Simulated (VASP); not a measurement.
Wanted: the native input for a VASP 6.6.1 run.

| Property | Result |
| --- | --- |
| Task | single point |
| Functional | PBE |
| Potentials or basis | VASP PAW PBE potentials, release 64 (K_sv, Cl) |
| Cutoff | 520 eV |
| k mesh | 8 × 8 × 8 |
| Occupations | fermi-dirac, width 0.02 eV |
| Spin | no spin polarisation |
| Dipole correction | no |
| Further INCAR settings | ALGO = Normal; EDIFF = 1e-06; NBANDS = 15 |

The structure of KCl lies in POSCAR:

```
KCl
1.0
    0.0078621208      3.1448483095      3.1448483095
    3.1448483095      0.0078621208      3.1448483095
    3.1527104303      3.1527104303      0.0000000000
K Cl
1 1
Direct
    0.0000000000      0.0000000000      0.0000000000
    0.5000000000      0.5000000000      0.5000000000
```

This cell differs from its parent crystal: shear xy strain +0.5%.

The input as run:

INCAR

```
SYSTEM = KCl
  PREC = Accurate
  ENCUT = 520
  EDIFF = 1E-6
  ISMEAR = -1
  SIGMA = 0.02
  LREAL = .FALSE.
  LASPH = .TRUE.
  NELM = 100
  ALGO = Normal
  ISIF = 2
  LWAVE = .FALSE.
  LCHARG = .FALSE.
  GGA = PE
  NBANDS = 15
```

KPOINTS

```
Automatic mesh
0
G
  8 8 8
  0 0 0
```

Potentials or basis: VASP PAW PBE potentials, release 64 (K_sv, Cl).

The run is started by

```console
$ cat potpaw_PBE.64/K_sv/POTCAR potpaw_PBE.64/Cl/POTCAR > POTCAR
$ mpirun -np 1 vasp_std > vasp.out
```

It gave:

```json
{
 "Pressure": "0.8 GPa",
 "Band gap on the k mesh": "5.19 eV"
}
```

Caveat: the cell differs from its parent crystal (shear xy strain +0.5%).

Run time: 55 s on 1 thread of Intel(R) Xeon(R) Platinum 8559C (Emerald Rapids) (shared host), peak memory 0.25 GiB.
